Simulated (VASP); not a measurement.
# Mn2B2S: single point with PBE

Mn2B2S:

```xyz
5
Lattice="3.7123 0.0000 0.0000 -1.8562 3.2150 0.0000 0.0000 0.0000 4.9375" Properties=species:S:1:pos:R:3 pbc="T T T"
Mn    0.0000    2.1433    0.0000
Mn    1.8562    1.0717    0.0000
B     0.0000    0.0000    0.8407
B     0.0000    0.0000    4.0968
S     1.8562    1.0717    2.4688
```

The cell was generated, and may not be a known phase.

```json
{
  "Program": "VASP 6.6.1",
  "Task": "single point",
  "Functional": "PBE",
  "Potentials or basis": "VASP PAW PBE potentials, release 64 (Mn_pv, B, S)",
  "Cutoff": "520 eV",
  "k mesh": "12 × 12 × 8",
  "Occupations": "gaussian, width 0.1 eV",
  "Spin": "collinear spin, ferrimagnetic start",
  "Starting moments": "[-1.13, 0.52, 0.0, 0.0, 0.0] μB"
}
```

```
Pressure                                              : 0.3 GPa
Largest force                                         : 0.022 eV/Å
Net moment                                            : -0.69 μB per cell
Site moments                                          : Mn -1.22, +0.56; B +0.04; S -0.06 μB
Valence electrons inside the program's atomic spheres : Mn 12.09, 12.17; B 1.69; S 3.55
```

Forces in eV/Å, atoms in the order of the input:
```
Mn   0.000  0.000  0.000
Mn   0.000  0.000  0.000
B    0.000  0.000  0.022
B    0.000  0.000 -0.022
S    0.000  0.000  0.000
```

Stress tensor (GPa, compression positive):
```
 0.49  0.00  0.00
 0.00  0.49  0.00
 0.00  0.00 -0.13
```

Levels at points of the mesh, in eV from the Fermi level:
Spin up:
```
           k point  band 16  band 17  band 18  band 19  band 20  band 21  band 22  band 23
(0.00, 0.00, 0.00)    -1.51    -0.79    -0.79    -0.66    -0.63    -0.63     1.29     1.47
(0.50, 0.00, 0.00)    -2.63    -0.84     0.05     0.17     0.58     0.86     0.95     1.15
(0.00, 0.00, 0.50)    -1.32    -1.09    -1.09     0.01     0.01     0.32     0.72     3.53
(0.50, 0.00, 0.50)    -1.15    -1.14    -0.77    -0.71     0.85     1.04     1.11     1.24
```
Spin down:
| k point | band 15 | band 16 | band 17 | band 18 | band 19 | band 20 | band 21 | band 22 | band 23 | band 24 |
| --- | --- | --- | --- | --- | --- | --- | --- | --- | --- | --- |
| (0.00, 0.00, 0.00) | -1.82 | -1.82 | -1.12 | -1.12 | -0.97 | -0.97 | -0.26 | 0.64 | 1.25 | 4.02 |
| (0.50, 0.00, 0.00) | -2.87 | -2.77 | -1.32 | -0.47 | -0.04 | 0.53 | 0.65 | 0.79 | 1.05 | 1.26 |
| (0.00, 0.00, 0.50) | -1.71 | -1.71 | -1.52 | -1.52 | -0.96 | 0.19 | 0.19 | 0.85 | 3.58 | 4.11 |
| (0.50, 0.00, 0.50) | -2.47 | -1.82 | -1.23 | -0.99 | -0.83 | 0.65 | 0.78 | 0.79 | 0.89 | 1.27 |

Wall time 6.2 min on 1 thread of Intel(R) Xeon(R) Platinum 8259CL CPU @ 2.50GHz (Skylake/Cascade Lake), on a shared host, peak memory 0.38 GiB.

With open d or f shells a metallic result of PBE can be an artefact of self-interaction; +U or a hybrid may open a gap.
